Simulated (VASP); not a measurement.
# Fe (Fm-3m) in VASP: further runs

Runs on Fe. Level: PBE. Tasks: single point.

Program: VASP 6.6.1. These are calculated values, not measurements. Logs are shortened: lines on timing, memory, paths and dates and some standing lists are left out, and cuts for length are marked.

## Step 1: The cell of the first run

Symmetry: Fm-3m, No. 225, cubic system. Conventional cell: a = 3.581 Å, b = 3.581 Å, c = 3.581 Å, α = 90.00°, β = 90.00°, γ = 90.00°. Fe (site symmetry m-3m) has 12 Fe at 2.53 Å within 3.3 Å.

## Step 2: Single point, PBE, collinear spin, ferromagnetic start (volume scaled by 0.94)

INCAR

```
SYSTEM = Fe
  ALGO = Normal
  EDIFF = 1E-6
  ENCUT = 520
  GGA = PE
  ISIF = 2
  ISMEAR = -1
  ISPIN = 2
  LASPH = .True.
  LCHARG = .False.
  LMAXMIX = 4
  LORBIT = 11
  LREAL = .False.
  LWAVE = .False.
  MAGMOM = 3
  NBANDS = 14
  NELM = 150
  PREC = Accurate
  SIGMA = 0.05
```

KPOINTS

```
k-points
0
Gamma
  12 12 12
  0 0 0
```

POSCAR

```
Fe
1.0
    0.0000000000      1.7904635731      1.7904635731
    1.7904635731      0.0000000000      1.7904635731
    1.7904635731      1.7904635731      0.0000000000
Fe
1
Direct
    0.0000000000      0.0000000000      0.0000000000
```

Potentials or basis: VASP PAW PBE potentials, release 64 (Fe).

The run is started by

```bash
$ cat potpaw_PBE.64/Fe/POTCAR > POTCAR
$ mpirun -np 1 vasp_std > vasp.out
```

OUTCAR:

```text
SYSTEM = Fe
   EDIFF = 1E-6
   ENCUT = 520
   GGA = PE
   ISIF = 2
   ISMEAR = -1
   ISPIN = 2
   LASPH = .True.
   LORBIT = 11
   LREAL = .False.
   NELM = 150
   PREC = Accurate

 ion  position               nearest neighbor table
   1  0.000  0.000  0.000-

  LATTYP: Found a face centered cubic cell.
 ALAT       =     3.5809271462

  Lattice vectors:

 A1 = (   0.0000000000,   1.7904635731,   1.7904635731)
 A2 = (   1.7904635731,   0.0000000000,   1.7904635731)
 A3 = (   1.7904635731,   1.7904635731,   0.0000000000)

Analysis of symmetry for initial positions (statically):
=====================================================================
 Subroutine PRICEL returns:
 Original cell was already a primitive cell.

 Routine SETGRP: Setting up the symmetry group for a
 face centered cubic supercell.

 Subroutine GETGRP returns: Found 48 space group operations
 (whereof 48 operations were pure point group operations)
 out of a pool of 48 trial point group operations.

The static configuration has the point symmetry O_h .

Analysis of symmetry for dynamics (positions and initial velocities):
=====================================================================
 Subroutine PRICEL returns:
 Original cell was already a primitive cell.

 Routine SETGRP: Setting up the symmetry group for a
 face centered cubic supercell.

 Subroutine GETGRP returns: Found 48 space group operations
 (whereof 48 operations were pure point group operations)
 out of a pool of 48 trial point group operations.

The dynamic configuration has the point symmetry O_h .

Analysis of structural, dynamic, and magnetic symmetry:
=====================================================================
 Subroutine PRICEL returns:
 Original cell was already a primitive cell.

 Routine SETGRP: Setting up the symmetry group for a
 face centered cubic supercell.

 Subroutine GETGRP returns: Found 48 space group operations
 (whereof 48 operations were pure point group operations)
 out of a pool of 48 trial point group operations.

The overall configuration has the point symmetry O_h .

 Subroutine INISYM returns: Found 48 space group operations
 (whereof 48 operations are pure point group operations),
 and found     1 'primitive' translations

----------------------------------------------------------------------------------------

                                     Primitive cell

  volume of cell :      11.4796

  direct lattice vectors                    reciprocal lattice vectors
     0.000000000  1.790463573  1.790463573    -0.279257287  0.279257287  0.279257287
     1.790463573  0.000000000  1.790463573     0.279257287 -0.279257287  0.279257287
     1.790463573  1.790463573  0.000000000     0.279257287  0.279257287 -0.279257287

  length of vectors
     2.532097868  2.532097868  2.532097868     0.483687810  0.483687810  0.483687810

  position of ions in fractional coordinates (direct lattice)
     0.000000000  0.000000000  0.000000000

  ion indices of the primitive-cell ions
   primitive index   ion index
                 1           1

----------------------------------------------------------------------------------------

 KPOINTS: k-points

Automatic generation of k-mesh.
 Grid dimensions read from file:
 generate k-points for:   12   12   12

 Generating k-lattice:

  Cartesian coordinates                     Fractional coordinates (reciprocal lattice)
    -0.023271441  0.023271441  0.023271441     0.083333333  0.000000000  0.000000000
     0.023271441 -0.023271441  0.023271441     0.000000000  0.083333333  0.000000000
     0.023271441  0.023271441 -0.023271441     0.000000000  0.000000000  0.083333333

  Length of vectors
     0.040307317  0.040307317  0.040307317

  Shift w.r.t. Gamma in fractional coordinates (k-lattice)
     0.000000000  0.000000000  0.000000000

 Subroutine IBZKPT returns following result:
 ===========================================

 Found     72 irreducible k-points:

 Following reciprocal coordinates:
            Coordinates               Weight
  0.000000  0.000000  0.000000      1.000000
  0.083333  0.000000  0.000000      8.000000
  0.166667  0.000000  0.000000      8.000000
  0.250000  0.000000  0.000000      8.000000
  0.333333  0.000000  0.000000      8.000000
  0.416667  0.000000  0.000000      8.000000
[... 16 lines left out ...]
  0.500000  0.166667  0.000000     24.000000
 -0.416667  0.166667  0.000000     24.000000
 [... further k-points ...]
   k-points           NKPTS =     72   k-points in BZ     NKDIM =     72   number of bands    NBANDS=     14
   number of dos      NEDOS =    301   number of ions     NIONS =      1
   total plane-waves  NPLWV =   8000
   dimension x,y,z NGX =    20 NGY =   20 NGZ =   20
   dimension x,y,z NGXF=    40 NGYF=   40 NGZF=   40
   ions per type =               1
   NGX,Y,Z   is equivalent  to a cutoff of  13.13, 13.13, 13.13 a.u.
   NGXF,Y,Z  is equivalent  to a cutoff of  26.26, 26.26, 26.26 a.u.
 SYSTEM =  Fe
[... 29 lines left out ...]
     AMIX_MAG =   1.60;   BMIX_MAG =  1.00
  volume/ion in A,a.u.               =      11.48        77.47
  Fermi-wavevector in a.u.,A,eV,Ry     =   1.451430  2.742804 28.662688  2.106648
  Thomas-Fermi vector in A             =   2.568928
   LORBIT       =     11    0 simple, 1 ext, 2 COOP (PROOUT), +10 PAW based schemes
   GGA     = PE    functional components
   LHFCALC =     F    Hartree Fock is set to
   AEXX    =    0.0000 exact exchange contribution
   IVDW    =     0    specifies the selected vdW correction
   LEPSILON=     F    determine dielectric tensor
   LRPA    =     F    only Hartree local field effects (RPA)
 spin polarized calculation
  energy-cutoff  :      520.00
  volume of cell :       11.48
 maximum number of plane-waves:       331
   NGX =  9   NGY =  9   NGZ =  9

 number of electron       7.9999998 magnetization       1.5644435

 Free energy of the ion-electron system (eV)
  ---------------------------------------------------
  ext. energy  EPLUGINS =         0.00000000
  ---------------------------------------------------
  free energy    TOTEN  =        -8.06119231 eV

  energy without entropy =       -8.04355530  energy(sigma->0) =       -8.05237381

 E-fermi :   5.6725     XC(G=0): -13.0804

 val. band max:        5.6614093075   @ k =   0.4167   0.0833   0.0000
 cond. band min:       5.6768413356   @ k =  -0.1667   0.1667   0.0000
 fundamental gap:      0.0154320281
 Fermi energy:         5.6725419002

 spin component 1

 k-point     1 :       0.0000    0.0000    0.0000
  band No.  band energies     occupation
      1      -2.6522      1.00000
      2       3.7401      1.00000
      3       3.7401      1.00000
      4       3.7401      1.00000
      5       4.6540      1.00000
      6       4.6540      1.00000
      7      28.0675      0.00000
      8      32.4894      0.00000
      9      32.4894      0.00000
     10      32.4894      0.00000
     11      35.5221      0.00000
     12      35.5221      0.00000
     13      35.5221      0.00000
     14      37.8678      0.00000
[... 375 lines left out ...]
 k-point    24 :      -0.4167    0.1667    0.0000
  band No.  band energies     occupation
      1       1.6682      1.00000
      2       2.9106      1.00000
      3       3.8693      1.00000
      4       3.9503      1.00000
      5       5.6299      0.70132
      6       8.5218      0.00000
      7      12.8847      0.00000
      8      22.4659      0.00000
      9      27.1739      0.00000
     10      27.9760      0.00000
     11      36.7056      0.00000
     12      36.9570      0.00000
     13      44.2022      0.00000
     14      46.7291      0.00000

 [... further k-points ...]

 spin component 2

 k-point     1 :       0.0000    0.0000    0.0000
  band No.  band energies     occupation
      1      -2.5183      1.00000
      2       4.9890      1.00000
      3       4.9890      1.00000
      4       4.9890      1.00000
      5       6.7845      0.00000
      6       6.7846      0.00000
      7      27.8086      0.00000
      8      32.8005      0.00000
      9      32.8005      0.00000
     10      32.8005      0.00000
     11      35.8873      0.00000
     12      35.8873      0.00000
     13      35.8873      0.00000
     14      37.3862      0.00000
[... 375 lines left out ...]
 k-point    24 :      -0.4167    0.1667    0.0000
  band No.  band energies     occupation
      1       2.4638      1.00000
      2       4.3774      1.00000
      3       4.8710      1.00000
      4       5.6035      0.79924
      5       7.2980      0.00000
      6       9.5375      0.00000
      7      13.6966      0.00000
      8      22.8466      0.00000
      9      27.6465      0.00000
     10      28.1125      0.00000
     11      37.0582      0.00000
     12      37.1496      0.00000
     13      44.5690      0.00000
     14      47.0966      0.00000

 [... further k-points ...]

------------------------ aborting loop because EDIFF is reached ----------------------------------------

  FORCE on cell =-STRESS in cart. coord.  units (eV):
  Direction    XX          YY          ZZ          XY          YZ          ZX
  --------------------------------------------------------------------------------------
  -------------------------------------------------------------------------------------
  Total       -0.7859671     -0.7859671     -0.7859671      0.0000000     -0.0000000      0.0000000
  in kB     -109.6954235   -109.6954235   -109.6954235      0.0000000     -0.0000000      0.0000000
  external PRESSURE =    -109.6954235 kB  Pullay stress =       0.0000000 kB

 VOLUME and BASIS-vectors are now :
 -----------------------------------------------------------------------------
  energy-cutoff  :      520.00
  volume of cell :       11.48
      direct lattice vectors                 reciprocal lattice vectors
     0.000000000  1.790463573  1.790463573    -0.279257287  0.279257287  0.279257287
     1.790463573  0.000000000  1.790463573     0.279257287 -0.279257287  0.279257287
     1.790463573  1.790463573  0.000000000     0.279257287  0.279257287 -0.279257287

 POSITION                                       TOTAL-FORCE (eV/Angst)
 -----------------------------------------------------------------------------------
      0.00000      0.00000      0.00000         0.000000      0.000000      0.000000
 -----------------------------------------------------------------------------------
    total drift:                                0.000000     -0.000000      0.000000

  FREE ENERGIE OF THE ION-ELECTRON SYSTEM (eV)
  ---------------------------------------------------
  free  energy   TOTEN  =        -8.0611923125 eV

  energy  without entropy=       -8.0435552996  energy(sigma->0) =       -8.05237381

 total charge

# of ion       s       p       d       tot
------------------------------------------
    1        0.485   0.527   6.230   7.243

 magnetization (x)

# of ion       s       p       d       tot
------------------------------------------
    1       -0.010  -0.032   1.607   1.564
```

Wall time 81 s (1 thread of Intel Xeon 6975P-C, shared host); peak memory 0.14 GiB.

Results:

```
Free energy                                           : -8.0612 eV
Pressure                                              : -11.0 GPa
Net moment                                            : 1.56 μB per cell
Site moments                                          : Fe +1.56 μB
Valence electrons inside the program's atomic spheres : Fe 7.24
```

Caveat: the cell differs from its parent crystal (volume scaled by 0.94).

## Step 3: Single point, PBE, collinear spin, ferromagnetic start (volume scaled by 0.96)

INCAR

```
SYSTEM = Fe
ALGO = Normal ; EDIFF = 1E-6
ENCUT = 520 ; GGA = PE
ISIF = 2 ; ISMEAR = -1
ISPIN = 2 ; LASPH = .True.
LCHARG = .True. ; LELF = .True.
LMAXMIX = 4 ; LORBIT = 11
LREAL = .False. ; LVHAR = .True.
LWAVE = .False. ; MAGMOM = 3
NBANDS = 14 ; NELM = 150
PREC = Accurate ; SIGMA = 0.05
```

KPOINTS is that of step 2.

POSCAR

```
Fe
1.0
    0.0000000000      1.8030728870      1.8030728870
    1.8030728870      0.0000000000      1.8030728870
    1.8030728870      1.8030728870      0.0000000000
Fe
1
Direct
    0.0000000000      0.0000000000      0.0000000000
```

Potentials or basis: VASP PAW PBE potentials, release 64 (Fe).

The run is started by

```bash
$ cat potpaw_PBE.64/Fe/POTCAR > POTCAR
$ mpirun -np 1 vasp_std > vasp.out
```

It took 32 s on 1 thread of Intel Xeon 6975P-C, shared host; peak memory 0.14 GiB.

The run converged. Its results:

- Free energy: -8.0852 eV
- Pressure: 3.0 GPa
- Net moment: 2.50 μB per cell
- Site moments: Fe +2.49 μB
- Valence electrons inside the program's atomic spheres: Fe 7.21

Levels at points of the mesh, in eV from the Fermi level:
Spin up:
```
           k point  band 3  band 4  band 5  band 6  band 7  band 8
(0.00, 0.00, 0.00)   -2.42   -2.42   -1.39   -1.39   22.02   26.23
(0.50, 0.00, 0.00)   -2.58   -0.44   -0.44   -0.13    6.25   20.63
(0.50, 0.50, 0.00)   -0.58   -0.14   -0.14    2.55    9.50   14.33
```
Spin down:
```tsv
k point	band 1	band 2	band 3	band 4	band 5	band 6
(0.00, 0.00, 0.00)	-8.24	-0.14	-0.14	-0.14	1.51	1.51
(0.50, 0.00, 0.00)	-3.56	-0.12	-0.12	0.01	2.33	2.33
(0.50, 0.50, 0.00)	-3.33	-2.56	2.44	2.47	2.47	2.79
```

Caveat: the cell differs from its parent crystal (volume scaled by 0.96).

## Step 4: Single point, PBE, collinear spin, ferromagnetic start (volume scaled by 0.98)

INCAR

```
PREC = Accurate
ENCUT = 520
EDIFF = 1E-6
ISMEAR = -1
SIGMA = 0.05
LREAL = False
LASPH = True
NELM = 150
ALGO = Normal
ISIF = 2
LWAVE = False
LCHARG = False
ISPIN = 2
MAGMOM = 3
LORBIT = 11
LMAXMIX = 4
GGA = PE
NBANDS = 14
```

KPOINTS

```
regular mesh
0
Gamma
  12 12 12
```

POSCAR

```
Fe
1.0
    0.0000000000      1.8155082653      1.8155082653
    1.8155082653      0.0000000000      1.8155082653
    1.8155082653      1.8155082653      0.0000000000
Fe
1
Direct
    0.0000000000      0.0000000000      0.0000000000
```

The run is started by

```bash
$ cat potpaw_PBE.64/Fe/POTCAR > POTCAR
$ mpirun -np 1 vasp_std > vasp.out
```

It took 29 s on 1 thread of Intel Xeon 6975P-C, shared host; peak memory 0.14 GiB.

The run converged. Its results:

```yaml
Free_energy: -8.0873 eV
Pressure: -0.1 GPa
Net_moment: 2.55 μB per cell
Site_moments: Fe +2.54 μB
Valence_electrons_inside_the_program's_atomic_spheres: Fe 7.17
```

Levels at points of the mesh, in eV from the Fermi level:
Spin up:
```
           k point  band 2  band 3  band 4  band 5  band 6  band 7  band 8  band 9
(0.00, 0.00, 0.00)   -2.43   -2.43   -2.43   -1.45   -1.45   21.82   25.88   25.88
(0.50, 0.00, 0.00)   -2.60   -2.60   -0.52   -0.52   -0.15    6.03   20.45   23.56
(0.50, 0.50, 0.00)   -4.35   -0.67   -0.24   -0.24    2.48    9.26   14.09   14.09
```
Spin down:
```tsv
k point	band 1	band 2	band 3	band 4	band 5	band 6	band 7
(0.00, 0.00, 0.00)	-8.16	-0.11	-0.11	-0.11	1.50	1.50	21.44
(0.50, 0.00, 0.00)	-3.49	-0.09	-0.08	-0.02	2.29	2.29	7.68
(0.50, 0.50, 0.00)	-3.23	-2.48	2.41	2.43	2.43	2.71	10.77
```

Caveat: the cell differs from its parent crystal (volume scaled by 0.98).

## Step 5: Single point, PBE, collinear spin, ferromagnetic start

This run uses another cell than the first one, of 12.21 Å³/atom, 1.064 times its volume.

INCAR

```
SYSTEM = Fe
  PREC = Accurate
  ENCUT = 520
  EDIFF = 1E-7
  ISMEAR = -1
  SIGMA = 0.05
  LREAL = .FALSE.
  LASPH = .TRUE.
  NELM = 150
  ALGO = Fast
  ISIF = 2
  LWAVE = .FALSE.
  LCHARG = .FALSE.
  ISPIN = 2
  MAGMOM = 3
  LORBIT = 11
  LMAXMIX = 4
  GGA = PE
  NBANDS = 14
```

KPOINTS

```
Automatic mesh
0
G
  12 12 12
  0 0 0
```

POSCAR

```
Fe
1.0
    0.0000000000      1.8277755852      1.8277755852
    1.8277755852      0.0000000000      1.8277755852
    1.8277755852      1.8277755852      0.0000000000
Fe
1
Direct
    0.0000000000      0.0000000000      0.0000000000
```

The run is started by

```bash
$ cat potpaw_PBE.64/Fe/POTCAR > POTCAR
$ mpirun -np 1 vasp_std > vasp.out
```

It took 31 s on 1 thread of Intel Xeon 6975P-C, shared host; peak memory 0.14 GiB.

The run converged. Its results:

```
Free energy                                           : -8.0854 eV
Pressure                                              : -2.3 GPa
Net moment                                            : 2.61 μB per cell
Site moments                                          : Fe +2.61 μB
Valence electrons inside the program's atomic spheres : Fe 7.13
```

Levels at points of the mesh, in eV from the Fermi level:
Spin up:
| k point | band 3 | band 4 | band 5 | band 6 | band 7 | band 8 |
| --- | --- | --- | --- | --- | --- | --- |
| (0.00, 0.00, 0.00) | -2.46 | -2.46 | -1.51 | -1.51 | 21.62 | 25.54 |
| (0.50, 0.00, 0.00) | -2.62 | -0.61 | -0.61 | -0.17 | 5.82 | 20.26 |
| (0.50, 0.50, 0.00) | -0.75 | -0.33 | -0.33 | 2.41 | 9.02 | 13.86 |
Spin down:
```csv
k point,band 1,band 2,band 3,band 4,band 5,band 6,band 7,band 8
"(0.00, 0.00, 0.00)",-8.07,-0.07,-0.07,-0.07,1.50,1.50,21.24,25.94
"(0.50, 0.00, 0.00)",-3.40,-0.04,-0.04,-0.04,2.27,2.27,7.50,19.90
"(0.50, 0.50, 0.00)",-3.12,-2.38,2.39,2.40,2.40,2.64,10.56,14.34
```

## Step 6: Single point, PBE, collinear spin, ferromagnetic start (volume scaled by 1.02)

INCAR

```
PREC = Accurate ; ENCUT = 520
EDIFF = 1E-6 ; ISMEAR = -1
SIGMA = 0.05 ; LREAL = F
LASPH = T ; NELM = 150
ALGO = Normal ; ISIF = 2
LWAVE = F ; LCHARG = T
ISPIN = 2 ; MAGMOM = 3
LORBIT = 11 ; LMAXMIX = 4
GGA = PE ; LELF = T
LVHAR = T ; NBANDS = 14
```

KPOINTS

```
Automatic mesh
0
Gamma
  12 12 12
```

POSCAR

```
Fe
1.0
    0.0000000000      1.8398804120      1.8398804120
    1.8398804120      0.0000000000      1.8398804120
    1.8398804120      1.8398804120      0.0000000000
Fe
1
Direct
    0.0000000000      0.0000000000      0.0000000000
```

Potentials or basis: VASP PAW PBE potentials, release 64 (Fe).

The run is started by

```bash
$ cat potpaw_PBE.64/Fe/POTCAR > POTCAR
$ mpirun -np 1 vasp_std > vasp.out
```

Run time: 21 s. Hardware: 1 thread of Intel Xeon 6975P-C, shared host; peak memory 0.14 GiB.

It converged, with:

```
Free energy                                           : -8.0802 eV
Pressure                                              : -4.7 GPa
Net moment                                            : 2.66 μB per cell
Site moments                                          : Fe +2.66 μB
Valence electrons inside the program's atomic spheres : Fe 7.09
```

Levels at points of the mesh, in eV from the Fermi level:
Spin up:
| k point | band 1 | band 2 | band 3 | band 4 | band 5 | band 6 | band 7 | band 8 | band 9 | band 10 |
| --- | --- | --- | --- | --- | --- | --- | --- | --- | --- | --- |
| (0.00, 0.00, 0.00) | -8.23 | -2.47 | -2.47 | -2.47 | -1.56 | -1.56 | 21.44 | 25.21 | 25.21 | 25.21 |
| (0.50, 0.00, 0.00) | -4.78 | -2.63 | -2.63 | -0.68 | -0.68 | -0.18 | 5.62 | 20.09 | 22.80 | 22.80 |
| (0.50, 0.50, 0.00) | -4.87 | -4.26 | -0.83 | -0.41 | -0.41 | 2.35 | 8.80 | 13.64 | 13.64 | 18.38 |
Spin down:
| k point | band 1 | band 2 | band 3 | band 4 | band 5 | band 6 | band 7 |
| --- | --- | --- | --- | --- | --- | --- | --- |
| (0.00, 0.00, 0.00) | -7.99 | -0.04 | -0.04 | -0.04 | 1.50 | 1.50 | 21.04 |
| (0.50, 0.00, 0.00) | -3.32 | -0.05 | -0.01 | -0.01 | 2.24 | 2.24 | 7.33 |
| (0.50, 0.50, 0.00) | -3.02 | -2.30 | 2.36 | 2.37 | 2.37 | 2.58 | 10.36 |

Caveat: the cell differs from its parent crystal (volume scaled by 1.02).

## Step 7: Overview

```csv
cell,gap on the mesh (eV),pressure (GPa),moment (μB)
"a = 2.532 Å, angles 60.0°, 1 atom",none,-11.0,1.56
"a = 2.550 Å, angles 60.0°, 1 atom",none,3.0,2.50
"a = 2.568 Å, angles 60.0°, 1 atom",none,-0.1,2.55
"a = 2.585 Å, angles 60.0°, 1 atom",none,-2.3,2.61
"a = 2.602 Å, angles 60.0°, 1 atom",none,-4.7,2.66
```

Alike in all rows: task single point; level PBE; potentials or basis VASP PAW PBE potentials, release 64 (Fe); spin collinear, ferromagnetic start; k mesh 12 × 12 × 12; cutoff (eV) 520; smearing fermi-dirac 0.05 eV.

Total energies depend on the potentials used, so only differences within one code and one set of settings carry meaning.
